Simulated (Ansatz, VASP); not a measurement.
## TaC3 in VASP and in Ansatz

```xyz
8
Lattice="4.8623 0.0000 0.0000 -2.4311 4.2108 0.0000 0.0000 0.0000 3.9027" Properties=species:S:1:pos:R:3 pbc="T T T"
Ta    0.0000    2.8072    0.9757
Ta    2.4311    1.4036    2.9270
C     2.4311    2.8044    0.9757
C    -1.2131    3.5076    2.9270
C     1.2180    0.7032    0.9757
C     0.0000    1.4064    2.9270
C     3.6443    0.7032    0.9757
C     1.2131    3.5076    2.9270
```

Alike in both runs: task relaxation of cell and atoms; functional PBE; k mesh 6 × 6 × 4; occupations gaussian, width 0.1 eV; no spin polarisation.

```csv
,VASP,Ansatz
version,VASP 6.6.1,Ansatz 0.2.0
potentials or method,"VASP PAW PBE potentials, release 64 (Ta_pv, C), cutoff 600 eV","scalar-relativistic, plane waves, PAW"
valence electrons in the cell,46,50
```

Ansatz gave:

| Quantity | Value |
| --- | --- |
| gap on the k mesh at the Fermi level, each at its own relaxed structure (eV) | none |
| relaxed volume (Å³/atom) | 9.83 |
| relaxed length of the cell vector where the two differ most in proportion (Å) | 4.463 |

Question: Which values does VASP return?

Answer: gap on the k mesh at the Fermi level, each at its own relaxed structure (eV): none; relaxed volume (Å³/atom): 9.20; relaxed length of the cell vector where the two differ most in proportion (Å): 4.293.

A gap of «none» marks a metal or a gap that the smearing closes. VASP's potentials hold 46 valence electrons a cell and Ansatz's 50, so a difference there can come from the potentials and not from the codes.

The k mesh is coarse, so the values compare programs but aren't converged. Neither program's run includes spin-orbit coupling.
